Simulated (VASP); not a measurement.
Here is a VASP 6.6.1 calculation.

File INCAR:

```
SYSTEM = KI
ALGO = Normal
EDIFF = 1E-7
ENCUT = 520
GGA = PS
ISIF = 2
ISMEAR = -1
LASPH = .True.
LCHARG = .False.
LREAL = .False.
LWAVE = .False.
NBANDS = 15
NELM = 100
PREC = Accurate
SIGMA = 0.01
```

Contents of KPOINTS:

```
k-points
0
Gamma
  8 8 8
  0 0 0
```

File POSCAR:

```
KI
1.0
    0.0000000000      3.5245500000      3.5950410000
    3.5245500000      0.0000000000      3.5950410000
    3.5245500000      3.5245500000      0.0000000000
K I
1 1
Direct
    0.0000000000      0.0000000000      0.0000000000
    0.5000000000      0.5000000000      0.5000000000
```

Potentials or basis: VASP PAW PBE potentials, release 64 (K_sv, I).

The run is started by

```sh
$ cat potpaw_PBE.64/K_sv/POTCAR potpaw_PBE.64/I/POTCAR > POTCAR
$ mpirun -np 1 vasp_std > vasp.out
```

Predict the band gap on the k mesh.

3.79 eV, direct.

What does it give for the pressure?

-0.4 GPa.

Stress tensor (GPa, compression positive):
```
-0.24  0.00  0.00
 0.00 -0.24  0.00
 0.00  0.00 -0.65
```

Caveat: the cell differs from its parent crystal (zz strain of +2 %); the PAW data sets were made with another functional, which shifts forces and pressure a little; spin-orbit coupling is left out, which moves the levels of the heavy elements. A k mesh can miss the band edges.
